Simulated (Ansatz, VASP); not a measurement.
## InSb3: VASP beside Ansatz

```
In Sb
1.0
     4.76572    0.16849    0.16849
     0.16849    4.76572    0.16849
     0.16849    0.16849    4.76572
In Sb
1 3
Direct
  0.00000 0.00000 0.00000
  0.50000 0.00000 0.50000
  0.00000 0.50000 0.50000
  0.50000 0.50000 0.00000
```

Change from the starting cell: equal engineering shear yz, xz and xy +0.0700, equal normal strain along x, y and z -0.0100.

Alike in both runs: task single point; functional PBE; k mesh 8 × 8 × 8; occupations gaussian, width 0.15 eV; no spin polarisation.

```csv
,VASP,Ansatz
version,VASP 6.6.1,Ansatz 0.2.0
potentials or method,"VASP PAW PBE potentials, release 64 (In_d, Sb), cutoff 520 eV","scalar-relativistic, plane waves, PAW"
valence electrons in the cell,28,58
```

Ansatz gave:

- gap on the k mesh at the Fermi level (eV): none
- pressure (GPa): 2.4
- traceless stress, the component that is largest in VASP (GPa): -1.33

Estimate VASP's values.

gap on the k mesh at the Fermi level (eV): none; pressure (GPa): 2.3; traceless stress, the component that is largest in VASP (GPa): -1.33.

A gap of «none» marks a metal or a gap that the smearing closes. VASP's potentials hold 28 valence electrons a cell and Ansatz's 58, so a difference there can come from the potentials and not from the codes.

Spin-orbit coupling is off throughout.
